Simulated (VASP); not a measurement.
# Y (Fm-3m) in VASP: elastic constants with LDA

Aim: the elastic constants of Y with LDA.

Everything below comes from runs of VASP 6.6.1. Logs are shortened: lines on timing, memory, paths and dates and some standing lists are left out, and cuts for length are marked.

### Step 1. The cell of the first run

It takes space group Fm-3m (No. 225, cubic). The conventional cell has a = 5.104 Å, b = 5.104 Å, c = 5.104 Å, α = 90.00°, β = 90.00°, γ = 90.00°. Within 4.7 Å of Y (site symmetry m-3m) lie 12 Y at 3.61 Å.

This isn't the form of Y at room conditions, which is hcp.

### Step 2. Elastic constants, LDA, collinear spin

INCAR

```
SYSTEM = Y
PREC     = Accurate       ! precision mode
ENCUT    = 600            ! plane-wave cutoff, eV
EDIFF    = 1E-8           ! SCF threshold, eV
ISMEAR   = 0              ! smearing method
SIGMA    = 0.01           ! smearing width, eV
LREAL    = .FALSE.        ! projectors in reciprocal space
LASPH    = .TRUE.         ! aspherical terms in the spheres
NELM     = 150            ! most SCF steps
ALGO     = Normal         ! electronic algorithm
ISIF     = 3              ! what is computed and relaxed
LWAVE    = .FALSE.        ! write WAVECAR
LCHARG   = .FALSE.        ! write CHGCAR
ISPIN    = 2              ! spin polarisation
MAGMOM   = 0.5            ! initial moments
LORBIT   = 11             ! projections on sites
LMAXMIX  = 4              ! l up to which the mixer works
GGA      = CA             ! functional
IBRION   = 6              ! ionic algorithm
NFREE    = 2            
POTIM    = 0.015          ! step
NSW      = 1              ! ionic steps
```

KPOINTS

```
Automatic mesh
0
G
  6 6 6
  0 0 0
```

POSCAR

```
Y
1.0
    0.0000000000      2.5519910612      2.5519910612
    2.5519910612      0.0000000000      2.5519910612
    2.5519910612      2.5519910612      0.0000000000
Y
1
Direct
    0.0000000000      0.0000000000      0.0000000000
```

Potentials or basis: VASP PAW LDA potentials, release 64 (Y_sv).

Command:

```bash
$ cat potpaw_LDA.64/Y_sv/POTCAR > POTCAR
$ mpirun -np 1 vasp_std > vasp.out
```

OUTCAR:

```text
SYSTEM = Y
   PREC = Accurate
   ENCUT = 600
   EDIFF = 1E-8
   ISMEAR = 0
   LREAL = .FALSE.
   LASPH = .TRUE.
   NELM = 150
   ISIF = 3
   ISPIN = 2
   LORBIT = 11
   GGA = CA
   IBRION = 6
   NFREE = 2
   POTIM = 0.015
   NSW = 1

 ion  position               nearest neighbor table
   1  0.000  0.000  0.000-

  LATTYP: Found a face centered cubic cell.
 ALAT       =     5.1039821224

  Lattice vectors:

 A1 = (   0.0000000000,   2.5519910612,   2.5519910612)
 A2 = (   2.5519910612,   0.0000000000,   2.5519910612)
 A3 = (   2.5519910612,   2.5519910612,   0.0000000000)

Analysis of symmetry for initial positions (statically):
=====================================================================
 Subroutine PRICEL returns:
 Original cell was already a primitive cell.

 Routine SETGRP: Setting up the symmetry group for a
 face centered cubic supercell.

 Subroutine GETGRP returns: Found 48 space group operations
 (whereof 48 operations were pure point group operations)
 out of a pool of 48 trial point group operations.

The static configuration has the point symmetry O_h .

Analysis of symmetry for dynamics (positions and initial velocities):
=====================================================================
 Subroutine PRICEL returns:
 Original cell was already a primitive cell.

 Routine SETGRP: Setting up the symmetry group for a
 face centered cubic supercell.

 Subroutine GETGRP returns: Found 48 space group operations
 (whereof 48 operations were pure point group operations)
 out of a pool of 48 trial point group operations.

The dynamic configuration has the point symmetry O_h .

Analysis of structural, dynamic, and magnetic symmetry:
=====================================================================
 Subroutine PRICEL returns:
 Original cell was already a primitive cell.

 Routine SETGRP: Setting up the symmetry group for a
 face centered cubic supercell.

 Subroutine GETGRP returns: Found 48 space group operations
 (whereof 48 operations were pure point group operations)
 out of a pool of 48 trial point group operations.

The overall configuration has the point symmetry O_h .

 Subroutine INISYM returns: Found 48 space group operations
 (whereof 48 operations are pure point group operations),
 and found     1 'primitive' translations

----------------------------------------------------------------------------------------

                                     Primitive cell

  volume of cell :      33.2405

  direct lattice vectors                    reciprocal lattice vectors
     0.000000000  2.551991061  2.551991061    -0.195925451  0.195925451  0.195925451
     2.551991061  0.000000000  2.551991061     0.195925451 -0.195925451  0.195925451
     2.551991061  2.551991061  0.000000000     0.195925451  0.195925451 -0.195925451

  length of vectors
     3.609060370  3.609060370  3.609060370     0.339352836  0.339352836  0.339352836

  position of ions in fractional coordinates (direct lattice)
     0.000000000  0.000000000  0.000000000

  ion indices of the primitive-cell ions
   primitive index   ion index
                 1           1

----------------------------------------------------------------------------------------

 KPOINTS: Automatic mesh

Automatic generation of k-mesh.
 Grid dimensions read from file:
 generate k-points for:    6    6    6

 Generating k-lattice:

  Cartesian coordinates                     Fractional coordinates (reciprocal lattice)
    -0.032654242  0.032654242  0.032654242     0.166666667  0.000000000  0.000000000
     0.032654242 -0.032654242  0.032654242     0.000000000  0.166666667  0.000000000
     0.032654242  0.032654242 -0.032654242     0.000000000  0.000000000  0.166666667

  Length of vectors
     0.056558806  0.056558806  0.056558806

  Shift w.r.t. Gamma in fractional coordinates (k-lattice)
     0.000000000  0.000000000  0.000000000

 Subroutine IBZKPT returns following result:
 ===========================================

 Found     16 irreducible k-points:

 Following reciprocal coordinates:
            Coordinates               Weight
  0.000000  0.000000  0.000000      1.000000
  0.166667  0.000000  0.000000      8.000000
[... 57 lines left out ...]
   GGA     = CA    functional components
   LHFCALC =     F    Hartree Fock is set to
   AEXX    =    0.0000 exact exchange contribution
   IVDW    =     0    specifies the selected vdW correction
   LEPSILON=     F    determine dielectric tensor
   LRPA    =     F    only Hartree local field effects (RPA)
 finite differences with symmetry
 spin polarized calculation
 Gauss-broadening in eV      SIGMA  =   0.01
  energy-cutoff  :      600.00
  volume of cell :       33.24
 maximum number of plane-waves:      1125
 NGX is ok and might be reduce to    30
   NGX = 15   NGY = 15   NGZ = 15

--------------------------------------- Ionic step        1  -------------------------------------------

 number of electron      11.0000000 magnetization       0.0277270

 Free energy of the ion-electron system (eV)
  ---------------------------------------------------
  ext. energy  EPLUGINS =         0.00000000
  ---------------------------------------------------
  free energy    TOTEN  =        -6.88423459 eV

  energy without entropy =       -6.88398448  energy(sigma->0) =       -6.88410954

------------------------ aborting loop because EDIFF is reached ----------------------------------------

  FORCE on cell =-STRESS in cart. coord.  units (eV):
  Direction    XX          YY          ZZ          XY          YZ          ZX
  --------------------------------------------------------------------------------------
  -------------------------------------------------------------------------------------
  Total       -1.0066946     -1.0066946     -1.0066946     -0.0000000     -0.0000000      0.0000000
  in kB      -48.5222464    -48.5222464    -48.5222464     -0.0000000     -0.0000000      0.0000000
  external PRESSURE =     -48.5222464 kB  Pullay stress =       0.0000000 kB
[... 86 lines left out ...]
  FREE ENERGIE OF THE ION-ELECTRON SYSTEM (eV)
  ---------------------------------------------------
  free  energy   TOTEN  =        -6.8980753690 eV

  energy  without entropy=       -6.8979038520  energy(sigma->0) =       -6.89798961

[... ionic steps 4 to 12 ...]

--------------------------------------- Ionic step       13  -------------------------------------------

 number of electron      11.0000000 magnetization       0.0180169

------------------------ aborting loop because EDIFF is reached ----------------------------------------
[... 65 lines left out ...]
--------------------------------------- Ionic step       15  -------------------------------------------

 number of electron      11.0000000 magnetization       0.0277381

 Free energy of the ion-electron system (eV)
  ---------------------------------------------------
  ext. energy  EPLUGINS =         0.00000000
  ---------------------------------------------------
  free energy    TOTEN  =        -6.88423452 eV

  energy without entropy =       -6.88398441  energy(sigma->0) =       -6.88410946

 E-fermi :   2.8698     XC(G=0):  -9.5881

 val. band max:        2.7867952972   @ k =   0.5000   0.3333   0.1667
 cond. band min:       2.8746036892   @ k =   0.5000   0.1667   0.0000
 fundamental gap:      0.0878083920
 Fermi energy:         2.8698303562

 spin component 1

 k-point     1 :       0.0000    0.0000    0.0000
  band No.  band energies     occupation
      1     -39.6614      1.00000
      2     -19.4938      1.00000
      3     -19.4938      1.00000
      4     -19.4938      1.00000
      5      -1.8987      1.00000
      6       4.5322      0.00000
      7       4.5322      0.00000
      8       4.5322      0.00000
      9       6.4684      0.00000
[... 169 lines left out ...]
 k-point    16 :      -0.3333    0.5000    0.1667
  band No.  band energies     occupation
      1     -39.5800      1.00000
      2     -19.9234      1.00000
      3     -19.7672      1.00000
      4     -19.6927      1.00000
      5       1.7660      1.00000
      6       2.4746      1.00000
      7       3.7987      0.00000
      8       5.9564      0.00000
      9       8.3202      0.00000
 Fermi energy:         2.8698303562

 spin component 2

 k-point     1 :       0.0000    0.0000    0.0000
  band No.  band energies     occupation
      1     -39.6562      1.00000
      2     -19.4881      1.00000
      3     -19.4881      1.00000
      4     -19.4881      1.00000
      5      -1.8782      1.00000
      6       4.5427      0.00000
      7       4.5427      0.00000
      8       4.5427      0.00000
      9       6.4798      0.00000
[... 206 lines left out ...]
  FREE ENERGIE OF THE ION-ELECTRON SYSTEM (eV)
  ---------------------------------------------------
  free  energy   TOTEN  =        -6.8842345163 eV

  energy  without entropy=       -6.8839844069  energy(sigma->0) =       -6.88410946

 INTERNAL STRAIN TENSORS FROM STRAINED CELLS
 ============================================

 INTERNAL STRAIN TENSOR FOR ION    1 for displacements in x,y,z  (eV/Angst):
          X           Y           Z          XY          YZ          ZX
  --------------------------------------------------------------------------------
  x     0.00000     0.00000     0.00000    -0.00000    -0.00000     0.00000
  y     0.00000     0.00000     0.00000     0.00000     0.00000     0.00000
  z    -0.00000    -0.00000     0.00000     0.00000    -0.00000     0.00000

 INTERNAL STRAIN TENSORS FROM DISPLACED ATOMS
 ============================================

 INTERNAL STRAIN TENSOR FOR ION    1 for displacements in x,y,z  (eV/Angst):
          X           Y           Z          XY          YZ          ZX
  --------------------------------------------------------------------------------
  x     0.00000     0.00000     0.00000     0.00000     0.00000     0.00000
  y     0.00000     0.00000     0.00000     0.00000     0.00000     0.00000
  z     0.00000     0.00000     0.00000     0.00000     0.00000     0.00000

 Eigenvectors and eigenvalues of the dynamical matrix
 ----------------------------------------------------

   1 f  =    0.000000 THz     0.000000 2PiTHz    0.000000 cm-1     0.000000 meV
             X         Y         Z           dx          dy          dz
      0.000000  0.000000  0.000000     0.506650   -0.848696    0.151728

   2 f  =    0.000000 THz     0.000000 2PiTHz    0.000000 cm-1     0.000000 meV
             X         Y         Z           dx          dy          dz
      0.000000  0.000000  0.000000    -0.596345   -0.217881    0.772593

   3 f  =    0.000000 THz     0.000000 2PiTHz    0.000000 cm-1     0.000000 meV
             X         Y         Z           dx          dy          dz
      0.000000  0.000000  0.000000    -0.622638   -0.481916   -0.616505

--------------------------------------------------------------------------------------------------------

 ELASTIC MODULI CONTR FROM IONIC RELAXATION (kBar)
 Direction    XX          YY          ZZ          XY          YZ          ZX
 --------------------------------------------------------------------------------
 XX           0.0000      0.0000      0.0000      0.0000      0.0000      0.0000
 YY           0.0000      0.0000      0.0000      0.0000      0.0000      0.0000
 ZZ           0.0000      0.0000      0.0000      0.0000      0.0000      0.0000
 XY           0.0000      0.0000      0.0000      0.0000      0.0000      0.0000
 YZ           0.0000      0.0000      0.0000      0.0000      0.0000      0.0000
 ZX           0.0000      0.0000      0.0000      0.0000      0.0000      0.0000
 --------------------------------------------------------------------------------

 TOTAL ELASTIC MODULI (kBar)
 Direction    XX          YY          ZZ          XY          YZ          ZX
 --------------------------------------------------------------------------------
 XX         588.4606    236.6645    236.6645      0.0000      0.0000      0.0000
 YY         236.6645    588.4606    236.6645     -0.0000      0.0000     -0.0000
 ZZ         236.6645    236.6645    588.4606      0.0000     -0.0000     -0.0000
 XY           0.0000     -0.0000      0.0000    185.2248      0.0000      0.0000
 YZ           0.0000      0.0000     -0.0000      0.0000    185.2248      0.0000
 ZX           0.0000     -0.0000     -0.0000      0.0000      0.0000    185.2248
 --------------------------------------------------------------------------------

 total charge

# of ion       s       p       d       f       tot
--------------------------------------------------
    1        2.288   6.188   0.961   0.006   9.443

 magnetization (x)

# of ion       s       p       d       f       tot
--------------------------------------------------
    1       -0.000   0.009   0.007   0.000   0.016
```

It took 15 min on 1 thread of Oxide Virtual Turin-like, shared host; peak memory 0.19 GiB.

What came out:

| Item | Value |
| --- | --- |
| Net moment | 0.03 μB per cell |
| Valence electrons inside the program's atomic spheres | Y 9.44 |
| Elastic constants C11, C12, C44 | 59, 24, 19 GPa |
| Voigt bulk modulus | 35 GPa |

Elastic tensor in Voigt notation (GPa, in the Cartesian axes of the cell as first typed):
```
59 24 24  0  0  0
24 59 24  0  0  0
24 24 59  0  0  0
 0  0  0 19  0  0
 0  0  0  0 19  0
 0  0  0  0  0 19
```

Clamped-ion elastic tensor (GPa):
```
59 24 24  0  0  0
24 59 24  0  0  0
24 24 59  0  0  0
 0  0  0 19  0  0
 0  0  0  0 19  0
 0  0  0  0  0 19
```

Caveat: the cell is under stress, which shifts elastic constants.
